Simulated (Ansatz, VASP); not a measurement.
## HfF5 in VASP and in Ansatz

```
CELL_PARAMETERS angstrom
4.45338 0.00000 0.00000
-2.22669 3.85674 0.00000
0.00000 0.00000 3.52263
ATOMIC_POSITIONS crystal
Hf 0.00000 0.00000 0.50000
F 0.00000 0.28991 0.00000
F 0.71009 0.71009 0.00000
F 0.28991 0.00000 0.00000
F 0.66667 0.33333 0.50000
F 0.33333 0.66667 0.50000
```

Change from the starting cell: species swapped into the MgCd5 type (P-62m, No. 189).

Alike in both runs: functional PBE; k mesh 6 × 6 × 4; occupations gaussian, width 0.1 eV; no spin polarisation.

Ansatz relaxed the structure, and its values are those at the end. VASP's run is a single point on that final structure, the one shown.

|  | VASP | Ansatz |
| --- | --- | --- |
| version | VASP 6.6.1 | Ansatz 0.2.0 |
| potentials or method | VASP PAW PBE potentials, release 64 (Hf_pv, F), cutoff 520 eV | scalar-relativistic, plane waves, PAW |
| valence electrons in the cell | 45 | 61 |

|  | VASP | Ansatz | Ansatz less VASP |
| --- | --- | --- | --- |
| gap on the k mesh at the Fermi level (eV) | none | none | - |
| pressure (GPa) | -2.2 | 0.2 | +2.34 |
| rms of the force components (eV/Å) | 0.063 | 0.005 | -0.0575 |

A gap of «none» marks a metal or a gap that the smearing closes. The functional is the same, so the differences come from potentials, cutoffs and numerics. VASP's potentials hold 45 valence electrons a cell and Ansatz's 61, so a difference there can come from the potentials and not from the codes.

The k mesh is coarse, so the values compare programs but aren't converged. Spin-orbit coupling is off throughout.
